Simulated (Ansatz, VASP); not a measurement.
One calculation of SrO, two programs

Contents of POSCAR:

```
SrO
1.0
    4.3123112238      0.0000000000      0.0000000000
   -2.1561556119      3.7345710689      0.0000000000
    0.0000000000      0.0000000000      5.1953852597
Sr O
2 2
Direct
    0.3333333333      0.6666666667     -0.0625000000
    0.6666666667      0.3333333333      0.4375000000
    0.3333333333      0.6666666667      0.4375000000
    0.6666666667      0.3333333333      0.9375000000
```

File INCAR.step1:

```
ALGO     = Normal         # electronic algorithm
EDIFF    = 1E-4           # SCF threshold, eV
ENCUT    = 520            # plane-wave cutoff, eV
GGA      = PE             # functional
ISMEAR   = 0              # smearing method
LASPH    = T              # aspherical terms in the spheres
LCHARG   = F              # write CHGCAR
LREAL    = F              # projectors in reciprocal space
LWAVE    = T              # write WAVECAR
NBANDS   = 24             # bands
NELM     = 100            # most SCF steps
PREC     = Accurate       # precision mode
SIGMA    = 0.01           # smearing width, eV
```

INCAR.step2

```
ALGO     = Normal         # electronic algorithm
EDIFF    = 1E-7           # SCF threshold, eV
ENCUT    = 520            # plane-wave cutoff, eV
ISIF     = 2              # what is computed and relaxed
ISMEAR   = 0              # smearing method
ISTART   = 1            
LASPH    = T              # aspherical terms in the spheres
LCHARG   = T              # write CHGCAR
LELF     = T              # ELF
LMIXTAU  = T            
LREAL    = F              # projectors in reciprocal space
LVHAR    = T            
LWAVE    = F              # write WAVECAR
METAGGA  = R2SCAN         # meta-GGA
NBANDS   = 24             # bands
NELM     = 100            # most SCF steps
PREC     = Accurate       # precision mode
SIGMA    = 0.01           # smearing width, eV
```

Contents of KPOINTS:

```
k-points
0
Gamma
  6 6 4
```

Input for Ansatz:

```yaml
crystal:
  lattice:
    - [4.3123112238, 0.0, 0.0]
    - [-2.1561556119, 3.7345710689, 0.0]
    - [0.0, 0.0, 5.1953852597]
  atoms:
    - { symbol: Sr, position: [0.3333333333, 0.6666666667, -0.0625] }
    - { symbol: Sr, position: [0.6666666667, 0.3333333333, 0.4375] }
    - { symbol: O, position: [0.3333333333, 0.6666666667, 0.4375] }
    - { symbol: O, position: [0.6666666667, 0.3333333333, 0.9375] }
kpoints:
  mp_grid: { grid: [6, 6, 4] }
hamiltonian:
  xc: r2scan
scf:
  occupations: { method: fixed }
  n_extra_bands: 5
output:
  forces: true
  stress: true
  eigenvalues: true
```

Alike in both runs: task single point; functional r2SCAN; k mesh 6 × 6 × 4; no spin polarisation.

|  | VASP | Ansatz |
| --- | --- | --- |
| version | VASP 6.6.1 | Ansatz 0.2.0 |
| potentials or method | VASP PAW PBE potentials, release 64 (Sr_sv, O) | plane waves, PAW |
| plane-wave cutoff (eV) | 520 | 500 |
| occupations | gaussian, width 0.01 eV | fixed |
| valence electrons in the cell | 32 | 32 |

|  | VASP | Ansatz | Ansatz less VASP |
| --- | --- | --- | --- |
| gap on the k mesh at the Fermi level (eV) | 2.93 | 2.94 | +0.009 |
| pressure (GPa) | -1.7 | -2.1 | -0.42 |
| traceless stress, the component that is largest in VASP (GPa) | -0.15 | -0.15 | -0.001 |

VASP's potentials were made for PBE, not for r2SCAN.
